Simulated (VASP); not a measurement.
# Ba2Tl5V3O12 (P-4) in VASP: further runs

Ba2Tl5V3O12 is run at these levels: PBEsol, PBEsol+D3(BJ); tasks: single point.

Everything below comes from runs of VASP 6.6.1. Logs are shortened: lines on timing, memory, paths and dates and some standing lists are left out, and cuts for length are marked.

### Step 1. The cell of the first run

It takes space group P-4 (No. 81, tetragonal). The conventional cell has a = 6.434 Å, b = 6.434 Å, c = 12.450 Å, α = 90.00°, β = 90.00°, γ = 90.00°. Ba (site symmetry 2) has 8 O at 2.78 to 2.84 Å and 4 V at 3.33 Å and 1 Tl at 3.36 Å within 3.7 Å. Within 2.3 Å of V (site symmetry -4) lie 4 O at 1.71 Å. V (site symmetry -4) has 4 O at 1.73 Å within 2.3 Å. Within 2.3 Å of V (site symmetry -4) lie 4 O at 1.71 Å. Tl (site symmetry 2) has 4 O at 2.59 to 2.61 Å and 2 V at 3.23 Å and 3 Tl at 3.23 to 3.46 Å within 3.5 Å. Within 3.5 Å of Tl (site symmetry 2) lie 4 O at 2.61 Å and 1 Ba at 3.36 Å and 1 Tl at 3.46 Å. Tl (site symmetry -4) has 4 O at 3.22 Å and 4 Tl at 3.23 Å within 4.2 Å. Within 2.3 Å of O (site symmetry 1) lie 1 V at 1.71 Å.

### Step 2. Single point, PBEsol, collinear spin, ferromagnetic start

INCAR

```
PREC = Accurate
ENCUT = 600
EDIFF = 1E-6
ISMEAR = -1
SIGMA = 0.05
LREAL = F
LASPH = T
NELM = 200
ALGO = Normal
ISIF = 2
LWAVE = F
LCHARG = F
ISPIN = 2
MAGMOM = 0 0 2 2 2 0 0 0 0 0 0 0 0 0 0 0 0 0 0 0 0 0
LORBIT = 11
LMAXMIX = 4
GGA = PS
NBANDS = 119
GGA_COMPAT = F
KPAR = 4
```

KPOINTS

```
Automatic mesh
0
Gamma
  3 3 2
```

POSCAR

```
Ba2Tl5V3O12
1.0
    6.4340699646      0.0000000000      0.0000000000
    0.0000000000      6.4340699646      0.0000000000
    0.0000000000      0.0000000000     12.4500739448
Ba V Tl O
2 3 5 12
Direct
    0.5000000000      0.0000000000      0.5699045649
    0.0000000000      0.5000000000      0.4300954351
    0.0000000000      0.0000000000      0.5000000000
    0.0000000000      0.0000000000      0.0000000000
    0.5000000000      0.5000000000      0.5000000000
    0.5000000000      0.0000000000      0.0222237935
    0.0000000000      0.5000000000      0.6998923558
    0.0000000000      0.5000000000      0.9777762065
    0.5000000000      0.0000000000      0.3001076442
    0.5000000000      0.5000000000      0.0000000000
    0.8128221091      0.8884228116      0.4208262916
    0.8884228116      0.1871778909      0.5791737084
    0.1115771884      0.8128221091      0.5791737084
    0.1871778909      0.1115771884      0.4208262916
    0.8255243137      0.8525570961      0.9269799014
    0.8525570961      0.1744756863      0.0730200986
    0.1474429039      0.8255243137      0.0730200986
    0.1744756863      0.1474429039      0.9269799014
    0.6864679803      0.6109554161      0.5798254786
    0.6109554161      0.3135320197      0.4201745214
    0.3890445839      0.6864679803      0.4201745214
    0.3135320197      0.3890445839      0.5798254786
```

Potentials or basis: VASP PAW PBE potentials, release 64 (Ba_sv, V_sv, Tl_d, O).

The run is started by

```bash
$ cat potpaw_PBE.64/Ba_sv/POTCAR potpaw_PBE.64/V_sv/POTCAR potpaw_PBE.64/Tl_d/POTCAR potpaw_PBE.64/O/POTCAR > POTCAR
$ mpirun -np 4 vasp_std > vasp.out
```

OUTCAR:

```text
PREC = Accurate
   ENCUT = 600
   EDIFF = 1E-6
   ISMEAR = -1
   LREAL = F
   LASPH = T
   NELM = 200
   ISIF = 2
   ISPIN = 2
   LORBIT = 11
   GGA = PS

 ion  position               nearest neighbor table
   1  0.500  0.000  0.570-  12 2.78  13 2.78  19 2.78  22 2.78  11 2.83  14 2.83  21 2.84  20 2.84
                             3 3.33   5 3.33   5 3.33   3 3.33   9 3.36
   2  0.000  0.500  0.430-  11 2.78  14 2.78  20 2.78  21 2.78  13 2.83  12 2.83  19 2.84  22 2.84
                             3 3.33   5 3.33   3 3.33   5 3.33   7 3.36
   3  0.000  0.000  0.500-  11 1.71  12 1.71  13 1.71  14 1.71   1 3.33   2 3.33   2 3.33   1 3.33

   4  0.000  0.000  0.000-  15 1.73  16 1.73  17 1.73  18 1.73   6 3.23   8 3.23   8 3.23   6 3.23

   5  0.500  0.500  0.500-  19 1.71  20 1.71  21 1.71  22 1.71   1 3.33   2 3.33   1 3.33   2 3.33

   6  0.500  0.000  0.022-  15 2.59  18 2.59  17 2.61  16 2.61   4 3.23  10 3.23  10 3.23   4 3.23
                             9 3.46
   7  0.000  0.500  0.700-  19 2.61  22 2.61  12 2.61  13 2.61   2 3.36   8 3.46
   8  0.000  0.500  0.978-  16 2.59  17 2.59  15 2.61  18 2.61   4 3.23  10 3.23   4 3.23  10 3.23
                             7 3.46
   9  0.500  0.000  0.300-  20 2.61  21 2.61  11 2.61  14 2.61   1 3.36   6 3.46
  10  0.500  0.500  0.000-   6 3.23   8 3.23   6 3.23   8 3.23
  11  0.813  0.888  0.421-   3 1.71   9 2.61   2 2.78   1 2.83
  12  0.888  0.187  0.579-   3 1.71   7 2.61   1 2.78   2 2.83
  13  0.112  0.813  0.579-   3 1.71   7 2.61   1 2.78   2 2.83
  14  0.187  0.112  0.421-   3 1.71   9 2.61   2 2.78   1 2.83
  15  0.826  0.853  0.927-   4 1.73   6 2.59   8 2.61
  16  0.853  0.174  0.073-   4 1.73   8 2.59   6 2.61
  17  0.147  0.826  0.073-   4 1.73   8 2.59   6 2.61
  18  0.174  0.147  0.927-   4 1.73   6 2.59   8 2.61
  19  0.686  0.611  0.580-   5 1.71   7 2.61   1 2.78   2 2.84
  20  0.611  0.314  0.420-   5 1.71   9 2.61   2 2.78   1 2.84
  21  0.389  0.686  0.420-   5 1.71   9 2.61   2 2.78   1 2.84
  22  0.314  0.389  0.580-   5 1.71   7 2.61   1 2.78   2 2.84

  LATTYP: Found a simple tetragonal cell.
 ALAT       =     6.4340699646
 C/A-ratio  =     1.9350230901

  Lattice vectors:

 A1 = (   6.4340699646,   0.0000000000,   0.0000000000)
 A2 = (   0.0000000000,   6.4340699646,   0.0000000000)
 A3 = (   0.0000000000,   0.0000000000,  12.4500739448)

Analysis of symmetry for initial positions (statically):
=====================================================================
 Subroutine PRICEL returns:
 Original cell was already a primitive cell.

 Routine SETGRP: Setting up the symmetry group for a
 simple tetragonal supercell.

 Subroutine GETGRP returns: Found  4 space group operations
 (whereof  4 operations were pure point group operations)
 out of a pool of 16 trial point group operations.

The static configuration has the point symmetry S_4 .

Analysis of symmetry for dynamics (positions and initial velocities):
=====================================================================
 Subroutine PRICEL returns:
 Original cell was already a primitive cell.

 Routine SETGRP: Setting up the symmetry group for a
 simple tetragonal supercell.

 Subroutine GETGRP returns: Found  4 space group operations
 (whereof  4 operations were pure point group operations)
 out of a pool of 16 trial point group operations.

The dynamic configuration has the point symmetry S_4 .

Analysis of structural, dynamic, and magnetic symmetry:
=====================================================================
 Subroutine PRICEL returns:
 Original cell was already a primitive cell.

 Routine SETGRP: Setting up the symmetry group for a
 simple tetragonal supercell.

 Subroutine GETGRP returns: Found  4 space group operations
 (whereof  4 operations were pure point group operations)
 out of a pool of 16 trial point group operations.

The overall configuration has the point symmetry S_4 .

 Subroutine INISYM returns: Found  4 space group operations
 (whereof  4 operations are pure point group operations),
 and found     1 'primitive' translations

----------------------------------------------------------------------------------------

                                     Primitive cell

  volume of cell :     515.3989

  direct lattice vectors                    reciprocal lattice vectors
     6.434069965  0.000000000  0.000000000     0.155422618  0.000000000  0.000000000
     0.000000000  6.434069965  0.000000000     0.000000000  0.155422618  0.000000000
     0.000000000  0.000000000 12.450073945     0.000000000  0.000000000  0.080320808

  length of vectors
     6.434069965  6.434069965 12.450073945     0.155422618  0.155422618  0.080320808

  position of ions in fractional coordinates (direct lattice)
     0.500000000  0.000000000  0.569904565
     0.000000000  0.500000000  0.430095435
     0.000000000  0.000000000  0.500000000
     0.000000000  0.000000000  0.000000000
     0.500000000  0.500000000  0.500000000
[... 50 lines left out ...]
  volume/ion in A,a.u.               =      23.43       158.09
  Fermi-wavevector in a.u.,A,eV,Ry     =   1.186076  2.241358 19.140339  1.406775
  Thomas-Fermi vector in A             =   2.322256
   LORBIT       =     11    0 simple, 1 ext, 2 COOP (PROOUT), +10 PAW based schemes
   GGA     = PS    functional components
   LHFCALC =     F    Hartree Fock is set to
   AEXX    =    0.0000 exact exchange contribution
   IVDW    =     0    specifies the selected vdW correction
   LEPSILON=     F    determine dielectric tensor
   LRPA    =     F    only Hartree local field effects (RPA)
 spin polarized calculation
  energy-cutoff  :      600.00
  volume of cell :      515.40
 maximum number of plane-waves:     17228
 NGX is ok and might be reduce to    54
   NGX = 25   NGY = 25   NGZ = 49

 number of electron     196.0000021 magnetization      -0.0007686

 number of electron     196.0000021 magnetization       0.0002143

 Free energy of the ion-electron system (eV)
  ---------------------------------------------------
  ext. energy  EPLUGINS =         0.00000000
  ---------------------------------------------------
  free energy    TOTEN  =      -149.83135210 eV

  energy without entropy =     -149.83134761  energy(sigma->0) =     -149.83134986

 E-fermi :   1.3840     XC(G=0):  -8.1668

 val. band max:        0.7534744969   @ k =   0.3333   0.3333   0.0000
 cond. band min:       1.9972766564   @ k =   0.0000   0.0000   0.0000
 fundamental gap:      1.2438021594
 Fermi energy:         1.3840272722

 spin component 1

 k-point     1 :       0.0000    0.0000    0.0000
  band No.  band energies     occupation
      1     -62.8687      1.00000
      2     -62.3726      1.00000
      3     -62.3351      1.00000
      4     -36.9837      1.00000
      5     -36.9837      1.00000
      6     -36.9275      1.00000
[... 667 lines left out ...]
    109       4.8187      0.00000
    110       4.8554      0.00000
 Fermi energy:         1.3840272722

 spin component 2

 k-point     1 :       0.0000    0.0000    0.0000
  band No.  band energies     occupation
      1     -62.8687      1.00000
      2     -62.3726      1.00000
      3     -62.3351      1.00000
      4     -36.9837      1.00000
      5     -36.9837      1.00000
      6     -36.9275      1.00000
[... 667 lines left out ...]
    109       4.8187      0.00000
    110       4.8554      0.00000
 [bands above 110 left out]

------------------------ aborting loop because EDIFF is reached ----------------------------------------

  FORCE on cell =-STRESS in cart. coord.  units (eV):
  Direction    XX          YY          ZZ          XY          YZ          ZX
  --------------------------------------------------------------------------------------
  -------------------------------------------------------------------------------------
  Total        1.7772904      1.7772904      0.9730194     -0.0000001      0.0000000     -0.0000000
  in kB        5.5249135      5.5249135      3.0247439     -0.0000004      0.0000000     -0.0000000
  external PRESSURE =       4.6915236 kB  Pullay stress =       0.0000000 kB

 VOLUME and BASIS-vectors are now :
 -----------------------------------------------------------------------------
  energy-cutoff  :      600.00
  volume of cell :      515.40
      direct lattice vectors                 reciprocal lattice vectors
     6.434069965  0.000000000  0.000000000     0.155422618  0.000000000  0.000000000
     0.000000000  6.434069965  0.000000000     0.000000000  0.155422618  0.000000000
     0.000000000  0.000000000 12.450073945     0.000000000  0.000000000  0.080320808

 POSITION                                       TOTAL-FORCE (eV/Angst)
 -----------------------------------------------------------------------------------
      3.21703      0.00000      7.09535        -0.000000      0.000000      0.133833
      0.00000      3.21703      5.35472        -0.000000      0.000000     -0.133833
      0.00000      0.00000      6.22504        -0.000000      0.000000      0.000000
      0.00000      0.00000      0.00000        -0.000000      0.000000      0.000000
      3.21703      3.21703      6.22504        -0.000000      0.000000      0.000000
      3.21703      0.00000      0.27669        -0.000000      0.000000      0.003096
[... 14 lines left out ...]
      2.50314      4.41678      5.23120        -0.010912      0.105000     -0.117249
      2.01729      2.50314      7.21887        -0.105000     -0.010912      0.117249
 -----------------------------------------------------------------------------------
    total drift:                                0.000000      0.000000      0.000000

  FREE ENERGIE OF THE ION-ELECTRON SYSTEM (eV)
  ---------------------------------------------------
  free  energy   TOTEN  =      -149.8313521004 eV

  energy  without entropy=     -149.8313476125  energy(sigma->0) =     -149.83134986

 total charge

# of ion       s       p       d       tot
------------------------------------------
    1        1.995   5.614   0.297   7.907
    2        1.995   5.614   0.297   7.907
    3        2.427   6.470   3.376  12.272
    4        2.413   6.439   3.330  12.181
    5        2.427   6.470   3.378  12.275
    6        1.236   0.238   9.691  11.164
[... 14 lines left out ...]
   21        1.574   3.403   0.000   4.977
   22        1.574   3.403   0.000   4.977
--------------------------------------------------
tot         36.402  72.265  59.079 167.745

 magnetization (x)

# of ion       s       p       d       tot
------------------------------------------
    1       -0.000  -0.000  -0.000  -0.000
    2       -0.000  -0.000  -0.000  -0.000
    3       -0.000  -0.000  -0.000  -0.000
    4       -0.000  -0.000  -0.000  -0.000
    5       -0.000  -0.000  -0.000  -0.000
    6        0.000  -0.000   0.000   0.000
[... 14 lines left out ...]
   21        0.000   0.000   0.000   0.000
   22        0.000   0.000   0.000   0.000
--------------------------------------------------
tot          0.000   0.000  -0.000   0.000
```

It took 15 min on 4 MPI ranks of Intel Xeon Platinum 8259CL at 2.50GHz (Skylake/Cascade Lake), shared host; peak memory 1.3 GiB.

Results:

```yaml
Free_energy: -149.8314 eV
Pressure: 0.5 GPa
Largest_force: 0.158 eV/Å
Band_gap_on_the_k_mesh: 1.24 eV (least direct gap 1.43 eV)
Net_moment: 0.00 μB per cell
Valence_electrons_inside_the_program's_atomic_spheres: Ba 7.91; V 12.27, 12.18, 12.28; Tl 11.16, 11.11, 11.10 (each value once); O 4.98, 4.93 (each value once)
```

Forces in eV/Å, atoms in the order of the input:
```
Ba   0.000  0.000  0.134
Ba   0.000  0.000 -0.134
V    0.000  0.000  0.000
V    0.000  0.000  0.000
V    0.000  0.000  0.000
Tl   0.000  0.000  0.003
Tl   0.000  0.000  0.028
Tl   0.000  0.000 -0.003
Tl   0.000  0.000 -0.028
Tl   0.000  0.000  0.000
O   -0.105 -0.012 -0.117
O   -0.012  0.105  0.117
O    0.012 -0.105  0.117
O    0.105  0.012 -0.117
O   -0.091 -0.078 -0.073
O   -0.078  0.091  0.073
O    0.078 -0.091  0.073
O    0.091  0.078 -0.073
O    0.105  0.011  0.117
O    0.011 -0.105 -0.117
O   -0.011  0.105 -0.117
O   -0.105 -0.011  0.117
```

Stress tensor (GPa, compression positive):
```
0.55 0.00 0.00
0.00 0.55 0.00
0.00 0.00 0.30
```

Levels at points of the mesh, in eV from the valence-band top:
Spin up:
| k point | band 94 | band 95 | band 96 | band 97 | band 98 | band 99 | band 100 | band 101 | band 102 | band 103 |
| --- | --- | --- | --- | --- | --- | --- | --- | --- | --- | --- |
| (0.00, 0.00, 0.00) | -0.77 | -0.64 | -0.40 | -0.28 | -0.28 | 1.24 | 1.24 | 1.64 | 3.33 | 3.48 |
| (0.00, 0.00, 0.50) | -0.80 | -0.72 | -0.38 | -0.28 | -0.28 | 1.25 | 1.25 | 1.78 | 3.07 | 3.54 |
Spin down:
```csv
k point,band 95,band 96,band 97,band 98,band 99,band 100,band 101,band 102
"(0.00, 0.00, 0.00)",-0.64,-0.40,-0.28,-0.28,1.24,1.24,1.64,3.33
"(0.00, 0.00, 0.50)",-0.72,-0.38,-0.28,-0.28,1.25,1.25,1.78,3.07
```

Caveat: the PAW data sets were made with another functional, which shifts forces and pressure a little; spin-orbit coupling is left out, which moves the levels of the heavy elements; an odd mesh through Γ misses points on the zone boundary, where band edges can lie.

### Step 3. Single point, PBEsol+D3(BJ), collinear spin, ferromagnetic start

This run uses another cell than the first one, of 19.25 Å³/atom.

INCAR

```
  PREC = Accurate
  ENCUT = 600
  EDIFF = 1E-6
  ISMEAR = -1
  SIGMA = 0.05
  LREAL = F
  LASPH = T
  NELM = 200
  ALGO = Normal
  ISIF = 2
  LWAVE = F
  LCHARG = F
  ISPIN = 2
  MAGMOM = 0 0 2 2 2 0 0 0 0 0 0 0 0 0 0 0 0 0 0 0 0 0
  LORBIT = 11
  LMAXMIX = 4
  GGA = PS
  IVDW = 12
  NBANDS = 119
  GGA_COMPAT = F
  KPAR = 4
```

KPOINTS

```
regular mesh
0
Gamma
  3 3 2
```

POSCAR

```
Ba2Tl5V3O12
1.0
    6.3998172366      0.0000000000      0.0000000000
    0.0000000000      6.3998172366      0.0000000000
    0.0000000000      0.0000000000     10.3395951460
Ba V Tl O
2 3 5 12
Direct
    0.5000000000      0.0000000000      0.5836477343
    0.0000000000      0.5000000000      0.4163522657
    0.0000000000      0.0000000000      0.5000000000
    0.0000000000      0.0000000000      0.0000000000
    0.5000000000      0.5000000000      0.5000000000
    0.5000000000      0.0000000000     -0.0457781800
    0.0000000000      0.5000000000      0.7364915349
    0.0000000000      0.5000000000      1.0457781800
    0.5000000000      0.0000000000      0.2635084651
    0.5000000000      0.5000000000      0.0000000000
    0.8142511214      0.8838488157      0.4049352643
    0.8838488157      0.1857488786      0.5950647357
    0.1161511843      0.8142511214      0.5950647357
    0.1857488786      0.1161511843      0.4049352643
    0.8521731839      0.8222461030      0.9144643893
    0.8222461030      0.1478268161      0.0855356107
    0.1777538970      0.8521731839      0.0855356107
    0.1478268161      0.1777538970      0.9144643893
    0.6849092758      0.6132037457      0.5969069283
    0.6132037457      0.3150907242      0.4030930717
    0.3867962543      0.6849092758      0.4030930717
    0.3150907242      0.3867962543      0.5969069283
```

Potentials or basis: VASP PAW PBE potentials, release 64 (Ba_sv, V_sv, Tl_d, O).

The run is started by

```bash
$ cat potpaw_PBE.64/Ba_sv/POTCAR potpaw_PBE.64/V_sv/POTCAR potpaw_PBE.64/Tl_d/POTCAR potpaw_PBE.64/O/POTCAR > POTCAR
$ mpirun -np 4 vasp_std > vasp.out
```

It took 10 min on 4 MPI ranks of AMD EPYC 7R43 (Zen 3), shared host; peak memory 1 GiB.

The run converged. Its results:

```
Free energy                                           : -153.5567 eV
Pressure                                              : 0.6 GPa
Largest force                                         : 0.163 eV/Å
Band gap on the k mesh                                : 0.87 eV
Net moment                                            : 0.00 μB per cell
Valence electrons inside the program's atomic spheres : Ba 7.93; V 12.28, 12.20, 12.29; Tl 11.18, 11.12, 11.10 (each value once); O 4.98, 4.94 (each value once)
Dispersion energy per atom                            : -0.182 eV
```

Forces on the atoms (eV/Å):
```
Ba   0.000  0.000  0.131
Ba   0.000  0.000 -0.131
V    0.000  0.000  0.000
V    0.000  0.000  0.000
V    0.000  0.000  0.000
Tl   0.000  0.000  0.004
Tl   0.000  0.000  0.032
Tl   0.000  0.000 -0.004
Tl   0.000  0.000 -0.032
Tl   0.000  0.000  0.000
O   -0.112 -0.002 -0.118
O   -0.002  0.112  0.118
O    0.002 -0.112  0.118
O    0.112  0.002 -0.118
O   -0.079 -0.095 -0.073
O   -0.095  0.079  0.073
O    0.095 -0.079  0.073
O    0.079  0.095 -0.073
O    0.109  0.004  0.118
O    0.004 -0.109 -0.118
O   -0.004  0.109 -0.118
O   -0.109 -0.004  0.118
```

Stress tensor (GPa, compression positive):
```
0.70 0.00 0.00
0.00 0.70 0.00
0.00 0.00 0.38
```

Levels at points of the mesh, in eV from the valence-band top:
Spin up:
| k point | band 95 | band 96 | band 97 | band 98 | band 99 | band 100 | band 101 | band 102 |
| --- | --- | --- | --- | --- | --- | --- | --- | --- |
| (0.00, 0.00, 0.00) | -0.99 | -0.51 | -0.51 | 0.00 | 0.87 | 0.87 | 1.59 | 2.61 |
| (0.00, 0.00, 0.50) | -0.71 | -0.52 | -0.52 | -0.48 | 0.88 | 0.88 | 2.04 | 2.68 |
Spin down:
| k point | band 96 | band 97 | band 98 | band 99 | band 100 | band 101 |
| --- | --- | --- | --- | --- | --- | --- |
| (0.00, 0.00, 0.00) | -0.51 | -0.51 | 0.00 | 0.87 | 0.87 | 1.59 |
| (0.00, 0.00, 0.50) | -0.52 | -0.52 | -0.48 | 0.88 | 0.88 | 2.04 |

Caveat: the PAW data sets were made with another functional, which shifts forces and pressure a little; spin-orbit coupling is left out, which moves the levels of the heavy elements; an odd mesh through Γ misses points on the zone boundary, where band edges can lie.
